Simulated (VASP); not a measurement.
# Zr3W4Se (P4mm) in VASP: notebook

Runs on Zr3W4Se. Level: PBE. Tasks: single point.

Everything below comes from runs of VASP 6.6.1. Logs are shortened: lines on timing, memory, paths and dates and some standing lists are left out, and cuts for length are marked.

## (1) The cell of the first run

The structure is tetragonal, space group P4mm (No. 99). The conventional cell has a = 3.231 Å, b = 3.231 Å, c = 14.349 Å, α = 90.00°, β = 90.00°, γ = 90.00°. Within 3.9 Å of Zr (site symmetry 4mm) lie 5 W at 2.94 to 3.32 Å and 4 Se at 3.07 Å and 5 Zr at 3.23 to 3.79 Å. Zr (site symmetry 4mm) has 5 W at 2.92 to 3.31 Å and 8 Zr at 3.22 to 3.23 Å within 3.8 Å. Zr (site symmetry 4mm) has 4 Se at 2.87 Å and 9 Zr at 3.22 to 3.79 Å within 3.8 Å. W (site symmetry 4mm) has 9 W at 2.73 to 3.23 Å and 4 Zr at 2.92 Å within 3.6 Å. Within 3.6 Å of W (site symmetry 4mm) lie 13 W at 2.73 to 3.23 Å and 1 Zr at 3.31 Å. W (site symmetry 4mm) has 13 W at 2.72 to 3.23 Å and 1 Zr at 3.32 Å within 3.6 Å. W (site symmetry 4mm) has 9 W at 2.72 to 3.23 Å and 4 Zr at 2.94 Å within 3.6 Å. Within 3.8 Å of Se (site symmetry 4mm) lie 8 Zr at 2.87 to 3.07 Å and 4 Se at 3.23 Å.

## (2) Single point, PBE

File INCAR:

```
SYSTEM = Zr3W4Se
ALGO = Normal
EDIFF = 1E-6
ENCUT = 520
GGA = PE
ISIF = 2
ISMEAR = 0
LASPH = .True.
LCHARG = .False.
LREAL = .False.
LWAVE = .False.
NBANDS = 59
NELM = 100
PREC = Accurate
SIGMA = 0.1
```

File KPOINTS:

```
k-points
0
Gamma
  10 10 2
  0 0 0
```

File POSCAR:

```
Zr3W4Se
1.0
    3.2307405998      0.0000000000      0.0000000000
    0.0000000000      3.2307405998      0.0000000000
    0.0000000000      0.0000000000     14.3494785807
Zr W Se
3 4 1
Direct
    0.5000000000      0.5000000000      0.8605281425
    0.0000000000      0.0000000000      0.2828234627
    0.5000000000      0.5000000000      0.1244058052
    0.5000000000      0.5000000000      0.4097917181
    0.0000000000      0.0000000000      0.5133796891
    0.5000000000      0.5000000000      0.6290221116
    0.0000000000      0.0000000000      0.7318890975
    0.0000000000      0.0000000000      0.0031599732
```

Potentials or basis: VASP PAW PBE potentials, release 64 (Zr_sv, W_sv, Se).

On the command line:

```bash
$ cat potpaw_PBE.64/Zr_sv/POTCAR potpaw_PBE.64/W_sv/POTCAR potpaw_PBE.64/Se/POTCAR > POTCAR
$ mpirun -np 1 vasp_std > vasp.out
```

OUTCAR:

```text
SYSTEM = Zr3W4Se
   EDIFF = 1E-6
   ENCUT = 520
   GGA = PE
   ISIF = 2
   ISMEAR = 0
   LASPH = .True.
   LREAL = .False.
   NELM = 100
   PREC = Accurate

 ion  position               nearest neighbor table
   1  0.500  0.500  0.861-   7 2.94   7 2.94   7 2.94   7 2.94   8 3.07   8 3.07   8 3.07   8 3.07
                             6 3.32   3 3.79
   2  0.000  0.000  0.283-   4 2.92   4 2.92   4 2.92   4 2.92   3 3.22   3 3.22   3 3.22   3 3.22
                             5 3.31
   3  0.500  0.500  0.124-   8 2.87   8 2.87   8 2.87   8 2.87   2 3.22   2 3.22   2 3.22   2 3.22
                             1 3.79
   4  0.500  0.500  0.410-   5 2.73   5 2.73   5 2.73   5 2.73   2 2.92   2 2.92   2 2.92   2 2.92
                             6 3.15
   5  0.000  0.000  0.513-   4 2.73   4 2.73   4 2.73   4 2.73   6 2.82   6 2.82   6 2.82   6 2.82
                             7 3.14   2 3.31
   6  0.500  0.500  0.629-   7 2.72   7 2.72   7 2.72   7 2.72   5 2.82   5 2.82   5 2.82   5 2.82
                             4 3.15   1 3.32
   7  0.000  0.000  0.732-   6 2.72   6 2.72   6 2.72   6 2.72   1 2.94   1 2.94   1 2.94   1 2.94
                             5 3.14
   8  0.000  0.000  0.003-   3 2.87   3 2.87   3 2.87   3 2.87   1 3.07   1 3.07   1 3.07   1 3.07

  LATTYP: Found a simple tetragonal cell.
 ALAT       =     3.2307405998
 C/A-ratio  =     4.4415446358

  Lattice vectors:

 A1 = (   3.2307405998,   0.0000000000,   0.0000000000)
 A2 = (   0.0000000000,   3.2307405998,   0.0000000000)
 A3 = (   0.0000000000,   0.0000000000,  14.3494785807)

Analysis of symmetry for initial positions (statically):
=====================================================================
 Subroutine PRICEL returns:
 Original cell was already a primitive cell.

 Routine SETGRP: Setting up the symmetry group for a
 simple tetragonal supercell.

 Subroutine GETGRP returns: Found  8 space group operations
 (whereof  8 operations were pure point group operations)
 out of a pool of 16 trial point group operations.

The static configuration has the point symmetry C_4v.

Analysis of symmetry for dynamics (positions and initial velocities):
=====================================================================
 Subroutine PRICEL returns:
 Original cell was already a primitive cell.

 Routine SETGRP: Setting up the symmetry group for a
 simple tetragonal supercell.

 Subroutine GETGRP returns: Found  8 space group operations
 (whereof  8 operations were pure point group operations)
[... 113 lines left out ...]
   NELM   =    100;   NELMIN=  2; NELMDL= -5     # of ELM steps
   EDIFF  = 0.1E-05   stopping-criterion for ELM
   LREAL  =      F    real-space projection
   EDIFFG = 0.1E-04   stopping-criterion for IOM
   NSW    =      0    number of steps for IOM
   IBRION =     -1    ionic relax: 0-MD 1-quasi-New 2-CG
   NFREE  =      0    steps in history (QN), initial steepest desc. (CG)
   ISIF   =      2    stress and relaxation
   ISYM   =      2    0-nonsym 1-usesym 2-fastsym
   POTIM  = 0.5000    time-step for ionic-motion
   TEBEG  =    0.0;   TEEND  =   0.0 temperature during run
   PSTRESS=    0.0 pullay stress
   NELECT =      98.0000    total number of electrons
   NUPDOWN=      -1.0000    fix difference up-down
   EMIN   =  10.00;   EMAX   =-10.00  energy-range for DOS
   EFERMI =   0.00;   METHOD = LEGACY
   ISMEAR =     0;   SIGMA  =   0.10  broadening in eV -4-tet -1-fermi 0-gaus
   EFERMI_NEDOS =   21; number of points for ismear=-14 and -15
   IALGO  =     38    algorithm
   IMIX   =      4    mixing-type and parameters
     AMIX     =   0.40;   BMIX     =  1.00
     AMIX_MAG =   1.60;   BMIX_MAG =  1.00
  volume/ion in A,a.u.               =      18.72       126.34
  Fermi-wavevector in a.u.,A,eV,Ry     =   1.421249  2.685771 27.483060  2.019948
  Thomas-Fermi vector in A             =   2.542078
   LORBIT       =      0    0 simple, 1 ext, 2 COOP (PROOUT), +10 PAW based schemes
   GGA     = PE    functional components
   LHFCALC =     F    Hartree Fock is set to
   AEXX    =    0.0000 exact exchange contribution
   IVDW    =     0    specifies the selected vdW correction
   LEPSILON=     F    determine dielectric tensor
   LRPA    =     F    only Hartree local field effects (RPA)
 non-spin polarized calculation
 Gauss-broadening in eV      SIGMA  =   0.10
  energy-cutoff  :      520.00
  volume of cell :      149.78
 maximum number of plane-waves:      4076
   NGX = 13   NGY = 13   NGZ = 53

 number of electron      97.9999990 magnetization

 Free energy of the ion-electron system (eV)
  ---------------------------------------------------
  ext. energy  EPLUGINS =         0.00000000
  ---------------------------------------------------
  free energy    TOTEN  =       -82.40761624 eV

  energy without entropy =      -82.37705225  energy(sigma->0) =      -82.39233424

 E-fermi :   9.7521     XC(G=0): -12.2163

 val. band max:        9.7389352971   @ k =   0.5000   0.1000   0.0000
 cond. band min:       9.7529182972   @ k =   0.4000   0.4000   0.0000
 fundamental gap:      0.0139830001
 Fermi energy:         9.7520693274

 k-point     1 :       0.0000    0.0000    0.0000
  band No.  band energies     occupation
      1     -64.0612      2.00000
      2     -63.9814      2.00000
      3     -63.7628      2.00000
      4     -63.6737      2.00000
      5     -39.1816      2.00000
      6     -39.0991      2.00000
[... 1477 lines left out ...]
     58      11.8681      0.00000
     59      12.1570      0.00000

 [... further k-points ...]
[... 5 lines left out ...]
  --------------------------------------------------------------------------------------
  -------------------------------------------------------------------------------------
  Total        0.2288094      0.2288094      0.2042580      0.0000000      0.0000000      0.0000000
  in kB        2.4476211      2.4476211      2.1849892      0.0000000      0.0000000      0.0000000
  external PRESSURE =       2.3600772 kB  Pullay stress =       0.0000000 kB

 VOLUME and BASIS-vectors are now :
 -----------------------------------------------------------------------------
  energy-cutoff  :      520.00
  volume of cell :      149.78
      direct lattice vectors                 reciprocal lattice vectors
     3.230740600  0.000000000  0.000000000     0.309526553  0.000000000  0.000000000
     0.000000000  3.230740600  0.000000000     0.000000000  0.309526553  0.000000000
     0.000000000  0.000000000 14.349478581     0.000000000  0.000000000  0.069688943

 POSITION                                       TOTAL-FORCE (eV/Angst)
 -----------------------------------------------------------------------------------
      1.61537      1.61537     12.34813         0.000000      0.000000      0.002664
      0.00000      0.00000      4.05837         0.000000      0.000000     -0.008175
      1.61537      1.61537      1.78516         0.000000     -0.000000      0.006635
      1.61537      1.61537      5.88030         0.000000     -0.000000     -0.025323
      0.00000      0.00000      7.36673         0.000000      0.000000      0.004859
      1.61537      1.61537      9.02614        -0.000000      0.000000     -0.004211
      0.00000      0.00000     10.50223         0.000000      0.000000      0.026199
      0.00000      0.00000      0.04534         0.000000      0.000000     -0.002647
 -----------------------------------------------------------------------------------
    total drift:                                0.000000     -0.000000     -0.000598

  FREE ENERGIE OF THE ION-ELECTRON SYSTEM (eV)
  ---------------------------------------------------
  free  energy   TOTEN  =       -82.4076162395 eV

  energy  without entropy=      -82.3770522461  energy(sigma->0) =      -82.39233424
```

stdout:

```text
POSCAR found type information on POSCAR ZrW Se
 POSCAR found :  3 types and       8 ions
 scaLAPACK will be used
 LDA part: xc-table for (Slater+PW92), standard interpolation
 POSCAR, INCAR and KPOINTS ok, starting setup
 FFT: planning ... GRIDC
 FFT: planning ... GRID_SOFT
 FFT: planning ... GRID
 WAVECAR not read
 entering main loop
```

Wall time 11 min (1 thread of AMD EPYC 7R13, shared host); peak memory 0.42 GiB.

Results:

- Free energy: -82.4076 eV
- Pressure: 0.2 GPa
- Largest force: 0.026 eV/Å
- Band gap on the k mesh: zero (band 49 reaches 9.98 eV, above the bottom of band 50 at 9.53 eV)

Forces on the atoms (eV/Å):
```
Zr   0.000  0.000  0.003
Zr   0.000  0.000 -0.008
Zr   0.000  0.000  0.007
W    0.000  0.000 -0.025
W    0.000  0.000  0.005
W    0.000  0.000 -0.004
W    0.000  0.000  0.026
Se   0.000  0.000 -0.003
```

Levels at points of the mesh, in eV from the Fermi level:
```
           k point  band 46  band 47  band 48  band 49  band 50  band 51  band 52  band 53
(0.00, 0.00, 0.00)    -0.64    -0.35    -0.35    -0.16     0.41     0.41     0.44     0.87
(0.50, 0.00, 0.00)    -0.60    -0.52    -0.12     0.08     0.77     0.77     0.84     0.93
(0.50, 0.50, 0.00)    -0.96    -0.46    -0.46     0.21     1.05     1.05     1.59     2.42
(0.00, 0.00, 0.50)    -0.48    -0.36    -0.36    -0.11     0.44     0.47     0.47     0.74
(0.50, 0.00, 0.50)    -0.70    -0.56    -0.04     0.23     0.68     0.90     0.90     0.94
(0.50, 0.50, 0.50)    -1.26     0.02     0.02     0.12     0.65     0.65     1.51     2.50
```

Caveat: spin-orbit coupling is left out, which moves the levels of the heavy elements.

## (3) Single point, PBE

File INCAR:

```
SYSTEM = Zr3W4Se
PREC = Accurate
ENCUT = 520
EDIFF = 1E-6
ISMEAR = 0
SIGMA = 0.1
LREAL = .FALSE.
LASPH = .TRUE.
NELM = 100
ALGO = Normal
ISIF = 2
LWAVE = .FALSE.
LCHARG = .TRUE.
GGA = PE
LELF = .TRUE.
LVHAR = .TRUE.
NBANDS = 59
```

File KPOINTS:

```
regular mesh
0
G
  10 10 2
  0 0 0
```

File POSCAR:

```
Zr3W4Se
1.0
    3.2307984260      0.0000000000      0.0000000000
    0.0000000000      3.2307984260      0.0000000000
    0.0000000000      0.0000000000     14.3494714083
Zr W Se
3 4 1
Direct
    0.5000000000      0.5000000000      0.8605233633
    0.0000000000      0.0000000000      0.2828283651
    0.5000000000      0.5000000000      0.1244054748
    0.5000000000      0.5000000000      0.4097949110
    0.0000000000      0.0000000000      0.5133782793
    0.5000000000      0.5000000000      0.6290295846
    0.0000000000      0.0000000000      0.7318841793
    0.0000000000      0.0000000000      0.0031558425
```

Potentials or basis: VASP PAW PBE potentials, release 64 (Zr_sv, W_sv, Se).

On the command line:

```bash
$ cat potpaw_PBE.64/Zr_sv/POTCAR potpaw_PBE.64/W_sv/POTCAR potpaw_PBE.64/Se/POTCAR > POTCAR
$ mpirun -np 1 vasp_std > vasp.out
```

It took 12 min on 1 thread of AMD EPYC 7R13, shared host; peak memory 0.42 GiB.

The run converged. Its results:

```yaml
Free_energy: -82.4076 eV
Pressure: 0.2 GPa
Largest_force: 0.028 eV/Å
Band_gap_on_the_k_mesh: zero (band 49 reaches 9.98 eV, above the bottom of band 50 at 9.53 eV)
```

Forces on the atoms (eV/Å):
```
Zr   0.000  0.000  0.003
Zr   0.000  0.000 -0.009
Zr   0.000  0.000  0.007
W    0.000  0.000 -0.025
W    0.000  0.000  0.006
W    0.000  0.000 -0.007
W    0.000  0.000  0.028
Se   0.000  0.000 -0.003
```

Levels at points of the mesh, in eV from the Fermi level:
```tsv
k point	band 46	band 47	band 48	band 49	band 50	band 51	band 52	band 53
(0.00, 0.00, 0.00)	-0.64	-0.35	-0.35	-0.16	0.41	0.41	0.44	0.87
(0.50, 0.00, 0.00)	-0.60	-0.52	-0.12	0.08	0.77	0.77	0.84	0.93
(0.50, 0.50, 0.00)	-0.96	-0.46	-0.46	0.21	1.05	1.05	1.59	2.42
(0.00, 0.00, 0.50)	-0.48	-0.36	-0.36	-0.11	0.44	0.46	0.46	0.74
(0.50, 0.00, 0.50)	-0.70	-0.56	-0.04	0.23	0.68	0.90	0.90	0.94
(0.50, 0.50, 0.50)	-1.26	0.02	0.02	0.12	0.65	0.65	1.51	2.50
```

Caveat: spin-orbit coupling is left out, which moves the levels of the heavy elements.
